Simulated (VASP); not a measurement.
# SiNi in VASP: notebook

The runs below take SiNi through single point, with PBEsol.

Everything below comes from runs of VASP 6.6.1. Logs are shortened: lines on timing, memory, paths and dates and some standing lists are left out, and cuts for length are marked.

## 1. The cell of the first run

The structure is orthorhombic, space group Pmmn (No. 59). The conventional cell has a = 2.981 Å, b = 3.323 Å, c = 4.739 Å, α = 90.00°, β = 90.00°, γ = 90.00°. Ni (site symmetry mm2) has 6 Si at 2.37 to 2.40 Å and 6 Ni at 2.69 to 2.98 Å within 3.1 Å. Si (site symmetry mm2) has 6 Ni at 2.37 to 2.40 Å and 6 Si at 2.68 to 2.98 Å within 3.1 Å.

## 2. Single point, PBEsol, collinear spin, ferromagnetic start (11.74 Å³/atom)

The input, INCAR:

```
  PREC = Accurate
  ENCUT = 520
  EDIFF = 1E-7
  ISMEAR = -1
  SIGMA = 0.05
  LREAL = False
  LASPH = True
  NELM = 150
  ALGO = Normal
  ISIF = 2
  LWAVE = False
  LCHARG = True
  ISPIN = 2
  MAGMOM = 1 1 0 0
  LORBIT = 11
  LMAXMIX = 4
  GGA = PS
  LELF = True
  LVHAR = True
  NBANDS = 26
```

The input, KPOINTS:

```
Automatic mesh
0
Gamma
  9 8 6
```

The input, POSCAR:

```
SiNi
1.0
    2.9814957675      0.0000000000      0.0000000000
    0.0000000000      3.3234926684      0.0000000000
    0.0000000000      0.0000000000      4.7389991708
Ni Si
2 2
Direct
    0.5000000000      0.5000000000      0.3424955900
    0.0000000000      0.0000000000      0.6575044100
    0.5000000000      0.5000000000      0.8431431600
    0.0000000000      0.0000000000      0.1568568400
```

Potentials or basis: VASP PAW PBE potentials, release 64 (Ni, Si).

Launch:

```console
$ cat potpaw_PBE.64/Ni/POTCAR potpaw_PBE.64/Si/POTCAR > POTCAR
$ mpirun -np 1 vasp_std > vasp.out
```

OUTCAR:

```text
PREC = Accurate
   ENCUT = 520
   EDIFF = 1E-7
   ISMEAR = -1
   LREAL = False
   LASPH = True
   NELM = 150
   ISIF = 2
   ISPIN = 2
   LORBIT = 11
   GGA = PS

 ion  position               nearest neighbor table
   1  0.500  0.500  0.342-   3 2.37   3 2.37   4 2.40   4 2.40   4 2.40   4 2.40   2 2.69   2 2.69
                             2 2.69   2 2.69
   2  0.000  0.000  0.658-   4 2.37   4 2.37   3 2.40   3 2.40   3 2.40   3 2.40   1 2.69   1 2.69
                             1 2.69   1 2.69
   3  0.500  0.500  0.843-   1 2.37   1 2.37   2 2.40   2 2.40   2 2.40   2 2.40   4 2.68   4 2.68
                             4 2.68   4 2.68
   4  0.000  0.000  0.157-   2 2.37   2 2.37   1 2.40   1 2.40   1 2.40   1 2.40   3 2.68   3 2.68
                             3 2.68   3 2.68

  LATTYP: Found a simple orthorhombic cell.
 ALAT       =     2.9814957675
 B/A-ratio  =     1.1147064855
 C/A-ratio  =     1.5894703667

  Lattice vectors:

 A1 = (   2.9814957675,   0.0000000000,   0.0000000000)
 A2 = (   0.0000000000,   3.3234926684,   0.0000000000)
 A3 = (   0.0000000000,   0.0000000000,   4.7389991708)

Analysis of symmetry for initial positions (statically):
=====================================================================
 Subroutine PRICEL returns:
 Original cell was already a primitive cell.

 Routine SETGRP: Setting up the symmetry group for a
 simple orthorhombic supercell.

 Subroutine GETGRP returns: Found  8 space group operations
 (whereof  4 operations were pure point group operations)
 out of a pool of  8 trial point group operations.

The static configuration has the point symmetry C_2v.
 The point group associated with its full space group is D_2h.

Analysis of symmetry for dynamics (positions and initial velocities):
=====================================================================
 Subroutine PRICEL returns:
 Original cell was already a primitive cell.

 Routine SETGRP: Setting up the symmetry group for a
 simple orthorhombic supercell.

 Subroutine GETGRP returns: Found  8 space group operations
 (whereof  4 operations were pure point group operations)
 out of a pool of  8 trial point group operations.

The dynamic configuration has the point symmetry C_2v.
 The point group associated with its full space group is D_2h.

Analysis of structural, dynamic, and magnetic symmetry:
=====================================================================
 Subroutine PRICEL returns:
 Original cell was already a primitive cell.

 Routine SETGRP: Setting up the symmetry group for a
 simple orthorhombic supercell.

 Subroutine GETGRP returns: Found  8 space group operations
 (whereof  4 operations were pure point group operations)
 out of a pool of  8 trial point group operations.

The overall configuration has the point symmetry C_2v.
 The point group associated with its full space group is D_2h.

 Subroutine INISYM returns: Found  8 space group operations
 (whereof  4 operations are pure point group operations),
 and found     1 'primitive' translations

----------------------------------------------------------------------------------------

                                     Primitive cell

  volume of cell :      46.9586

  direct lattice vectors                    reciprocal lattice vectors
     2.981495767  0.000000000  0.000000000     0.335402120  0.000000000  0.000000000
     0.000000000  3.323492668  0.000000000     0.000000000  0.300888282  0.000000000
     0.000000000  0.000000000  4.738999171     0.000000000  0.000000000  0.211015019

  length of vectors
     2.981495767  3.323492668  4.738999171     0.335402120  0.300888282  0.211015019

  position of ions in fractional coordinates (direct lattice)
     0.500000000  0.500000000  0.342495590
     0.000000000  0.000000000  0.657504410
     0.500000000  0.500000000  0.843143160
     0.000000000  0.000000000  0.156856840

  ion indices of the primitive-cell ions
   primitive index   ion index
                 1           1
                 2           2
[... 25 lines left out ...]
 ===========================================

 Found    100 irreducible k-points:

 Following reciprocal coordinates:
            Coordinates               Weight
  0.000000  0.000000  0.000000      1.000000
  0.111111  0.000000  0.000000      2.000000
  0.222222  0.000000  0.000000      2.000000
  0.333333  0.000000  0.000000      2.000000
  0.444444  0.000000  0.000000      2.000000
  0.000000  0.125000  0.000000      2.000000
[... 16 lines left out ...]
  0.222222  0.500000  0.000000      2.000000
  0.333333  0.500000  0.000000      2.000000
 [... further k-points ...]
   k-points           NKPTS =    100   k-points in BZ     NKDIM =    100   number of bands    NBANDS=     26
   number of dos      NEDOS =    301   number of ions     NIONS =      4
   total plane-waves  NPLWV =  24192
   dimension x,y,z NGX =    24 NGY =   28 NGZ =   36
   dimension x,y,z NGXF=    48 NGYF=   56 NGZF=   72
   ions per type =               2   2
   NGX,Y,Z   is equivalent  to a cutoff of  13.38, 14.01, 12.63 a.u.
   NGXF,Y,Z  is equivalent  to a cutoff of  26.76, 28.01, 25.26 a.u.
 SYSTEM =  unknown system
   PREC   = accura    normal or accurate (medium, high low for compatibility)
   ISTART =      0    job   : 0-new  1-cont  2-samecut
   ICHARG =      2    charge: 1-file 2-atom 10-const
   ISPIN  =      2    spin polarized calculation?
   LNONCOLLINEAR =      F non collinear calculations
   LSORBIT =      F    spin-orbit coupling
   LASPH  =      T    aspherical Exc in radial PAW
   ENCUT  =  520.0 eV  38.22 Ry    6.18 a.u.   5.54  6.18  8.81*2*pi/ulx,y,z
   NELM   =    150;   NELMIN=  2; NELMDL= -5     # of ELM steps
   EDIFF  = 0.1E-06   stopping-criterion for ELM
   LREAL  =      F    real-space projection
   EDIFFG = 0.1E-05   stopping-criterion for IOM
   NSW    =      0    number of steps for IOM
   IBRION =     -1    ionic relax: 0-MD 1-quasi-New 2-CG
   NFREE  =      0    steps in history (QN), initial steepest desc. (CG)
   ISIF   =      2    stress and relaxation
   ISYM   =      2    0-nonsym 1-usesym 2-fastsym
   POTIM  = 0.5000    time-step for ionic-motion
   TEBEG  =    0.0;   TEEND  =   0.0 temperature during run
   PSTRESS=    0.0 pullay stress
   NELECT =      28.0000    total number of electrons
   NUPDOWN=      -1.0000    fix difference up-down
   EMIN   =  10.00;   EMAX   =-10.00  energy-range for DOS
   EFERMI =   0.00;   METHOD = LEGACY
   ISMEAR =    -1;   SIGMA  =   0.05  broadening in eV -4-tet -1-fermi 0-gaus
   EFERMI_NEDOS =   21; number of points for ismear=-14 and -15
   IALGO  =     38    algorithm
   IMIX   =      4    mixing-type and parameters
     AMIX     =   0.40;   BMIX     =  1.00
     AMIX_MAG =   1.60;   BMIX_MAG =  1.00
  volume/ion in A,a.u.               =      11.74        79.22
  Fermi-wavevector in a.u.,A,eV,Ry     =   1.377915  2.603881 25.832686  1.898649
  Thomas-Fermi vector in A             =   2.503024
   LORBIT       =     11    0 simple, 1 ext, 2 COOP (PROOUT), +10 PAW based schemes
   GGA     = PS    functional components
   LHFCALC =     F    Hartree Fock is set to
   AEXX    =    0.0000 exact exchange contribution
   IVDW    =     0    specifies the selected vdW correction
   LEPSILON=     F    determine dielectric tensor
   LRPA    =     F    only Hartree local field effects (RPA)
 spin polarized calculation
  energy-cutoff  :      520.00
  volume of cell :       46.96
 maximum number of plane-waves:      1287
 NGX is ok and might be reduce to    24
   NGX = 11   NGY = 13   NGZ = 17

 number of electron      27.9999991 magnetization      -0.0000845

 number of electron      27.9999991 magnetization       0.0000097

 Free energy of the ion-electron system (eV)
  ---------------------------------------------------
  ext. energy  EPLUGINS =         0.00000000
  ---------------------------------------------------
  free energy    TOTEN  =       -25.93248113 eV

  energy without entropy =      -25.92370755  energy(sigma->0) =      -25.92809434

 E-fermi :  11.0433     XC(G=0): -12.5233

 val. band max:       10.9974778298   @ k =   0.4444   0.3750   0.5000
 cond. band min:      11.0754270113   @ k =   0.4444   0.5000   0.3333
 fundamental gap:      0.0779491815
 Fermi energy:        11.0432855257

 spin component 1

 k-point     1 :       0.0000    0.0000    0.0000
  band No.  band energies     occupation
      1      -2.7457      1.00000
      2       2.9344      1.00000
      3       4.5895      1.00000
      4       6.9746      1.00000
      5       7.4089      1.00000
      6       8.1863      1.00000
[... 685 lines left out ...]
     25      27.7240      0.00000
     26      27.7240      0.00000

 [... further k-points ...]

 spin component 2

 k-point     1 :       0.0000    0.0000    0.0000
  band No.  band energies     occupation
      1      -2.7457      1.00000
      2       2.9344      1.00000
      3       4.5895      1.00000
      4       6.9746      1.00000
      5       7.4089      1.00000
      6       8.1863      1.00000
[... 685 lines left out ...]
     25      27.7240      0.00000
     26      27.7240      0.00000

 [... further k-points ...]

------------------------ aborting loop because EDIFF is reached ----------------------------------------

  FORCE on cell =-STRESS in cart. coord.  units (eV):
  Direction    XX          YY          ZZ          XY          YZ          ZX
  --------------------------------------------------------------------------------------
  -------------------------------------------------------------------------------------
  Total       -1.6572577     -1.8030423     -2.5295726      0.0000000      0.0000000      0.0000000
  in kB      -56.5438114    -61.5178206    -86.3062368      0.0000000      0.0000000      0.0000000
  external PRESSURE =     -68.1226229 kB  Pullay stress =       0.0000000 kB

 VOLUME and BASIS-vectors are now :
 -----------------------------------------------------------------------------
  energy-cutoff  :      520.00
  volume of cell :       46.96
      direct lattice vectors                 reciprocal lattice vectors
     2.981495767  0.000000000  0.000000000     0.335402120  0.000000000  0.000000000
     0.000000000  3.323492668  0.000000000     0.000000000  0.300888282  0.000000000
     0.000000000  0.000000000  4.738999171     0.000000000  0.000000000  0.211015019

 POSITION                                       TOTAL-FORCE (eV/Angst)
 -----------------------------------------------------------------------------------
      1.49075      1.66175      1.62309         0.000000      0.000000     -0.045769
      0.00000      0.00000      3.11591         0.000000      0.000000      0.045769
      1.49075      1.66175      3.99565         0.000000      0.000000     -0.160141
      0.00000      0.00000      0.74334         0.000000      0.000000      0.160141
 -----------------------------------------------------------------------------------
    total drift:                                0.000000      0.000000     -0.000000

  FREE ENERGIE OF THE ION-ELECTRON SYSTEM (eV)
  ---------------------------------------------------
  free  energy   TOTEN  =       -25.9324811277 eV

  energy  without entropy=      -25.9237075510  energy(sigma->0) =      -25.92809434

 total charge

# of ion       s       p       d       tot
------------------------------------------
    1        0.471   0.587   8.460   9.519
    2        0.471   0.587   8.460   9.519
    3        0.749   0.843   0.000   1.591
    4        0.749   0.843   0.000   1.591
--------------------------------------------------
tot          2.440   2.860  16.921  22.221

 magnetization (x)

# of ion       s       p       d       tot
------------------------------------------
    1        0.000   0.000  -0.000  -0.000
    2        0.000   0.000  -0.000  -0.000
    3        0.000   0.000   0.000   0.000
    4        0.000   0.000   0.000   0.000
--------------------------------------------------
tot          0.000   0.000  -0.000   0.000
```

Run time: 6.8 min. Hardware: 1 thread of Intel Xeon 8259CL, shared host; peak memory 0.3 GiB.

Results:

```yaml
Free_energy: -25.9325 eV
Pressure: -6.8 GPa
Largest_force: 0.160 eV/Å
Band_gap_on_the_k_mesh: zero (filled and empty bands overlap)
Net_moment: 0.00 μB per cell
Valence_electrons_inside_the_program's_atomic_spheres: Ni 9.52; Si 1.59
```

Forces on the atoms (eV/Å):
```
Ni   0.000  0.000 -0.046
Ni   0.000  0.000  0.046
Si   0.000  0.000 -0.160
Si   0.000  0.000  0.160
```

Stress tensor (GPa, compression positive):
```
-5.65  0.00  0.00
 0.00 -6.15  0.00
 0.00  0.00 -8.63
```

Caveat: the cell stands under tension; the moments typed at the start vanished in this run; the PAW data sets were made with another functional, which shifts forces and pressure a little.

## 3. Single point, PBEsol, collinear spin, ferromagnetic start (11.97 Å³/atom)

This run uses another cell than the first one, of 11.97 Å³/atom.

The input, INCAR:

```
PREC = Accurate ; ENCUT = 520
EDIFF = 1E-6 ; ISMEAR = -1
SIGMA = 0.05 ; LREAL = False
LASPH = True ; NELM = 150
ALGO = Normal ; ISIF = 2
LWAVE = False ; LCHARG = False
ISPIN = 2 ; MAGMOM = 1 1 0 0
LORBIT = 11 ; LMAXMIX = 4
GGA = PS ; NBANDS = 26
```

KPOINTS is that of step 2.

The input, POSCAR:

```
SiNi
1.0
    3.0004866984      0.0000000000      0.0000000000
    0.0000000000      3.3446619823      0.0000000000
    0.0000000000      0.0000000000      4.7691846927
Ni Si
2 2
Direct
    0.5000000000      0.5000000000      0.3424955900
    0.0000000000      0.0000000000      0.6575044100
    0.5000000000      0.5000000000      0.8431431600
    0.0000000000      0.0000000000      0.1568568400
```

Potentials or basis: VASP PAW PBE potentials, release 64 (Ni, Si).

Launch:

```console
$ cat potpaw_PBE.64/Ni/POTCAR potpaw_PBE.64/Si/POTCAR > POTCAR
$ mpirun -np 1 vasp_std > vasp.out
```

OUTCAR:

```text
PREC = Accurate
   ENCUT = 520
   EDIFF = 1E-6
   ISMEAR = -1
   LREAL = False
   LASPH = True
   NELM = 150
   ISIF = 2
   ISPIN = 2
   LORBIT = 11
   GGA = PS

 ion  position               nearest neighbor table
   1  0.500  0.500  0.342-   3 2.38   3 2.39   4 2.41   4 2.41   4 2.41   4 2.41   2 2.70   2 2.70
                             2 2.70   2 2.70
   2  0.000  0.000  0.658-   4 2.38   4 2.39   3 2.41   3 2.41   3 2.41   3 2.41   1 2.70   1 2.70
                             1 2.70   1 2.70
   3  0.500  0.500  0.843-   1 2.38   1 2.39   2 2.41   2 2.41   2 2.41   2 2.41   4 2.70   4 2.70
                             4 2.70   4 2.70
[... 1634 lines left out ...]
     0.000000000  3.344661982  0.000000000     0.000000000  0.298983875  0.000000000
     0.000000000  0.000000000  4.769184693     0.000000000  0.000000000  0.209679445

 POSITION                                       TOTAL-FORCE (eV/Angst)
 -----------------------------------------------------------------------------------
      1.50024      1.67233      1.63342         0.000000      0.000000     -0.096242
      0.00000      0.00000      3.13576         0.000000      0.000000      0.096242
      1.50024      1.67233      4.02111         0.000000      0.000000     -0.189552
      0.00000      0.00000      0.74808         0.000000      0.000000      0.189552
 -----------------------------------------------------------------------------------
    total drift:                                0.000000      0.000000     -0.000000

  FREE ENERGIE OF THE ION-ELECTRON SYSTEM (eV)
  ---------------------------------------------------
  free  energy   TOTEN  =       -25.8852995187 eV

  energy  without entropy=      -25.8761907061  energy(sigma->0) =      -25.88074511

 total charge

# of ion       s       p       d       tot
------------------------------------------
    1        0.463   0.567   8.450   9.480
    2        0.463   0.567   8.450   9.480
    3        0.750   0.830   0.000   1.580
    4        0.750   0.830   0.000   1.580
--------------------------------------------------
tot          2.425   2.796  16.900  22.121

 magnetization (x)

# of ion       s       p       d       tot
------------------------------------------
    1       -0.000  -0.000   0.000   0.000
    2       -0.000  -0.000   0.000   0.000
    3        0.000   0.000   0.000   0.000
    4        0.000   0.000   0.000   0.000
--------------------------------------------------
tot         -0.000  -0.000   0.000   0.000
```

OSZICAR:

```text
N       E                     dE             d eps       ncg     rms          rms(c)
DAV:   1     0.143339046177E+03    0.14334E+03   -0.11890E+04 10448   0.126E+03
DAV:   2    -0.197017701597E+02   -0.16304E+03   -0.15058E+03 10514   0.258E+02
DAV:   3    -0.291331252169E+02   -0.94314E+01   -0.90942E+01 12486   0.701E+01
DAV:   4    -0.293277517743E+02   -0.19463E+00   -0.19408E+00 12252   0.907E+00
DAV:   5    -0.293328677530E+02   -0.51160E-02   -0.51150E-02 12780   0.157E+00    0.212E+01
DAV:   6    -0.355216486794E+02   -0.61888E+01   -0.48753E+01 12484   0.127E+02    0.284E+01
DAV:   7    -0.259900035268E+02    0.95316E+01   -0.19386E+01 12566   0.799E+01    0.388E+00
DAV:   8    -0.259218605647E+02    0.68143E-01   -0.13773E+00 15446   0.128E+01    0.230E+00
DAV:   9    -0.258863553986E+02    0.35505E-01   -0.16708E-01 14902   0.477E+00    0.520E-01
DAV:  10    -0.258857914003E+02    0.56400E-03   -0.44304E-03 15116   0.687E-01    0.323E-01
DAV:  11    -0.258854291235E+02    0.36228E-03   -0.29381E-04 13438   0.125E-01    0.189E-01
DAV:  12    -0.258853081549E+02    0.12097E-03   -0.14829E-04 15692   0.170E-01    0.449E-02
DAV:  13    -0.258853025440E+02    0.56110E-05   -0.18044E-05 15768   0.494E-02    0.211E-02
DAV:  14    -0.258853004467E+02    0.20972E-05   -0.15430E-06  8218   0.165E-02    0.102E-02
DAV:  15    -0.258852995187E+02    0.92806E-06   -0.11287E-06  6662   0.104E-02
   1 F= -.25885300E+02 E0= -.25880745E+02  d E =-.910881E-02  mag=     0.0000
```

Run time: 6 min. Hardware: 1 thread of Intel Xeon 8259CL, shared host; peak memory 0.31 GiB.

What came out:

* Free energy: -25.8853 eV
* Pressure: -9.9 GPa
* Largest force: 0.190 eV/Å
* Band gap on the k mesh: zero (filled and empty bands overlap)
* Net moment: 0.00 μB per cell
* Valence electrons inside the program's atomic spheres: Ni 9.48; Si 1.58

Forces in eV/Å, atoms in the order of the input:
```
Ni   0.000  0.000 -0.096
Ni   0.000  0.000  0.096
Si   0.000  0.000 -0.190
Si   0.000  0.000  0.190
```

Caveat: the cell stands under tension; the moments typed at the start vanished in this run; the PAW data sets were made with another functional, which shifts forces and pressure a little.

(Continued in part 2 of 2.)

The gap in the log of VASP goes by the Fermi energy; the results here count the filled bands.